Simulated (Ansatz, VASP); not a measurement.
Given: the input of a run of Ansatz 0.2.0 on Be2Si.

Contents of input.yaml:

```yaml
crystal:
  lattice:
    - [0.0, 2.6747408261, 2.6747408261]
    - [2.6747408261, 0.0, 2.6747408261]
    - [2.6747408261, 2.6747408261, 0.0]
  atoms:
    - { symbol: Si, position: [0.0, 0.0, 0.0] }
    - { symbol: Be, position: [0.25, 0.25, 0.25] }
    - { symbol: Be, position: [0.75, 0.75, 0.75] }
hamiltonian:
  xc: pbe
  pseudopotentials: { kind: paw }
kpoints:
  mp_grid: { grid: [9, 9, 9] }
scf:
  occupations: { method: fermi_dirac, width: 0.05 }
output:
  forces: true
  stress: true
  eigenvalues: true
```

Potentials or basis: Ansatz PAW.

The run is started by

```console
$ ansatz run input.yaml --threads 2 --pin off --max-ram 5120MiB --backend cpu --events-out ev --progress --plain --runs-dir out
```

**Question.** Translate it to VASP 6.6.1. Potentials there: VASP PAW PBE potentials, release 64 (Si, Be).

**Answer.** As run (the cutoff follows the program's own potentials):

File INCAR:

```
  PREC = Accurate
  ENCUT = 520
  EDIFF = 1E-6
  ISMEAR = -1
  SIGMA = 0.05
  LREAL = F
  LASPH = T
  NELM = 60
  ALGO = Normal
  ISIF = 2
  LWAVE = F
  LCHARG = T
  GGA = PE
  LELF = T
  LVHAR = T
  NBANDS = 11
```

KPOINTS

```
Automatic mesh
0
Gamma
  9 9 9
```

POSCAR

```
Be2Si
1.0
    0.0000000000      2.6747408261      2.6747408261
    2.6747408261      0.0000000000      2.6747408261
    2.6747408261      2.6747408261      0.0000000000
Si Be
1 2
Direct
    0.0000000000      0.0000000000      0.0000000000
    0.2500000000      0.2500000000      0.2500000000
    0.7500000000      0.7500000000      0.7500000000
```

Potentials or basis: VASP PAW PBE potentials, release 64 (Si, Be).

Run with:

```console
$ cat potpaw_PBE.64/Si/POTCAR potpaw_PBE.64/Be/POTCAR > POTCAR
$ mpirun -np 1 vasp_std > vasp.out
```

Both were run:

|  | VASP | Ansatz | Ansatz less VASP |
| --- | --- | --- | --- |
| gap on the k mesh at the Fermi level (eV) | none | none | - |
| pressure (GPa) | -3.4 | -3.5 | -0.06 |

A gap of «none» marks a metal or a gap that the smearing closes. With one functional, cell and mesh, what is left measures potentials, basis and numerics.
